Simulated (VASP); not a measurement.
Crystal: TaN.

```xyz
2
Lattice="0.0000 2.2113 2.2113 2.2113 0.0000 2.2113 2.2113 2.2113 0.0000" Properties=species:S:1:pos:R:3 pbc="T T T"
Ta    2.2113    2.2113    2.2113
N     0.0000    0.0000    0.0000
```

- Program: VASP 6.6.1
- Task: relaxation of cell and atoms
- Functional: revPBE
- Dispersion: D4
- Potentials or basis: VASP PAW PBE potentials, release 64 (Ta_pv, N)
- Cutoff: 600 eV
- k mesh: 10 × 10 × 10
- Occupations: fermi-dirac, width 0.05 eV
- Spin: no spin polarisation

At the start: pressure -7.3 GPa; volume 10.81 Å³/atom.

**Question.** How do energy, volume and symmetry change on relaxing?

**Answer.** Over 4 steps the energy falls by 5.7 meV/atom and the volume is 10.57 Å³/atom (-2.2 %); space group Fm-3m (No. 225, to 0.05 Å).

The path:
```tsv
step	energy change (eV)	largest force (eV/Å)	pressure (GPa)	volume (Å³)
1	0.0000	0.0000	-7.35	21.63
2	0.0428	0.0000	18.95	20.11
3	-0.0114	0.0000	0.42	21.11
4	-0.0114	0.0000	0.01	21.14
```

Final structure:
```yaml
crystal:
  lattice:
    - [0.00000, 2.19468, 2.19468]
    - [2.19468, 0.00000, 2.19468]
    - [2.19468, 2.19468, 0.00000]
  atoms:
    - { symbol: Ta, position: [0.50000, 0.50000, 0.50000] }
    - { symbol: N, position: [0.00000, 0.00000, 0.00000] }
```

Caveat: the PAW data sets were made with another functional, which shifts forces and pressure a little; pairwise dispersion overbinds metals, which lowers pressure and volume.
